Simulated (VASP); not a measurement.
Runs of VASP 6.6.1 on TePt3. The structure is that of space group Pm-3m (No. 221), or close to it. The cells are those of the table. 

```csv
task,cell,k mesh,cutoff (eV),gap on the mesh (eV),pressure (GPa),relaxed volume (Å³/atom)
single point,"a = 4.130 Å, 4 atoms",12 × 12 × 12,520,none,-0.4,-
relaxation of cell and atoms,"relaxed from a = 4.136 Å, 4 atoms",12 × 12 × 12,600,none,0.0,17.57
single point,"a = 4.136 Å, 4 atoms",4 × 4 × 4,520,none,-0.6,-
relaxation of cell and atoms,"relaxed from a = 4.250 Å, 4 atoms",4 × 4 × 4,600,none,-0.4,(a)
```

Alike in all rows: level PBE; potentials or basis VASP PAW PBE potentials, release 64 (Te, Pt); no spin polarisation; smearing gaussian 0.1 eV.

Task: Estimate the missing entries.

Result: (a) 17.67.

Caveats: some runs use coarse meshes; spin-orbit coupling is left out, which moves the levels of the heavy elements.

A k mesh can miss the band edges, and the runs leave out spin-orbit coupling on Pt, Te.

A gap of «none» marks levels without a gap at the run's occupations.
